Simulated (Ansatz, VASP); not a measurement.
**B9C5: VASP beside Ansatz**

```xyz
14
Lattice="4.8396 -0.1771 0.0875 -0.1833 5.2729 -0.0192 0.0945 -0.0293 4.4409" Properties=species:S:1:pos:R:3 pbc="T T T"
C     4.3629    2.5211    1.6548
C     3.7029    3.7819    1.9357
C     4.3983    4.5102    2.9797
C     1.3799    1.4049    0.6528
C     0.2018    2.1265    2.8004
B     4.0171    0.6187    3.5839
B     2.2788    4.0850    1.4134
B     4.6806    1.5917    0.3883
B     1.7856    4.2298    4.2877
B     1.3215    4.7658    2.7322
B     2.3349    0.6124    3.9867
B     1.0360    3.0118    0.7267
B     1.2820    1.1167    2.1941
B     0.4457    3.4918    3.5863
```

Alike in both runs: functional PBE; k mesh 3 × 3 × 3; occupations gaussian, width 0.1 eV; no spin polarisation.

Ansatz relaxed the structure, and its values are those at the end. VASP's run is a single point on that final structure, the one shown.

```csv
,VASP,Ansatz
version,VASP 6.6.1,Ansatz 0.2.0
potentials or method,"VASP PAW PBE potentials, release 64 (C, B), cutoff 520 eV","scalar-relativistic, plane waves, PAW"
valence electrons in the cell,47,47
```

Ansatz gave:

- gap on the k mesh at the Fermi level (eV): none
- rms of the force components (eV/Å): 0.008

Q: Estimate VASP's values.

A: gap on the k mesh at the Fermi level (eV): none; rms of the force components (eV/Å): 0.016.

A gap of «none» marks a metal or a gap that the smearing closes.

The k mesh is coarse, so the values compare programs but aren't converged.
